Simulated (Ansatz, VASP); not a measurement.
# Two plane-wave programs on C

```
CELL_PARAMETERS angstrom
2.52628 0.00000 0.00000
-1.26314 2.18782 0.00000
0.00000 0.00000 3.66127
ATOMIC_POSITIONS crystal
C 0.34739 0.69478 0.00000
C 0.65261 0.30522 0.00000
```

Change from the starting cell: mode 6 frozen in at +0.060 Å, equal normal strain along x, y and z +0.0250.

Alike in both runs: task single point; functional PBE; dispersion D3(BJ); k mesh 21 × 21 × 12; occupations gaussian, width 0.15 eV; no spin polarisation.

```csv
,VASP,Ansatz
version,VASP 6.6.1,Ansatz 0.2.0
potentials or method,"VASP PAW PBE potentials, release 64 (C), cutoff 520 eV","scalar-relativistic, plane waves, PAW"
valence electrons in the cell,8,8
```

```tsv
	VASP	Ansatz	Ansatz less VASP
gap on the k mesh at the Fermi level (eV)	none	none	-
pressure (GPa)	-11.2	-11.5	-0.27
traceless stress, the component that is largest in VASP (GPa)	-12.99	-12.97	+0.014
rms of the force components (eV/Å)	3.588	3.574	-0.0139
```

Atom by atom the forces differ by 0.014 eV/Å (rms over components). A gap of «none» marks a metal or a gap that the smearing closes.
